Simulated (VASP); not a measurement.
Crystal: MnZn.

```
Mn Zn
1.0
     3.07000    0.00000    0.00000
     0.00000    3.07000    0.00000
     0.00000    0.00000    3.07000
Mn Zn
1 1
Direct
  0.00000 0.00000 0.00000
  0.50000 0.50000 0.50000
```

* Program: VASP 6.6.1
* Task: relaxation of volume and atoms at fixed shape
* Functional: PBEsol
* Potentials or basis: VASP PAW PBE potentials, release 64 (Mn_sv, Zn)
* Cutoff: 600 eV
* k mesh: 6 × 6 × 6
* Occupations: gaussian, width 0.05 eV
* Spin: collinear spin, ferromagnetic start
* Starting moments: [4.0, 0.0] μB

At the start: pressure -9.8 GPa; volume 14.47 Å³/atom.

**Question.** How do energy, volume and symmetry change on relaxing?

**Answer.** Over 3 steps the energy falls by 74.1 meV/atom and the volume is 12.66 Å³/atom (-12.5 %); space group Pm-3m (No. 221, to 0.1 Å) before and after; moment 2.79 μB per cell.

Step by step:
| step | energy change (eV) | largest force (eV/Å) | pressure (GPa) | volume (Å³) |
| --- | --- | --- | --- | --- |
| 1 | 0.0000 | 0.0000 | -9.83 | 28.93 |
| 2 | -0.1482 | 0.0000 | -0.32 | 25.37 |
| 3 | -0.1483 | 0.0000 | 0.03 | 25.32 |

Final structure:
```
Mn Zn
1.0
     2.93639    0.00000    0.00000
     0.00000    2.93639    0.00000
     0.00000    0.00000    2.93639
Mn Zn
1 1
Direct
  0.00000 0.00000 0.00000
  0.50000 0.50000 0.50000
```

Caveat: the PAW data sets were made with another functional, which shifts forces and pressure a little.
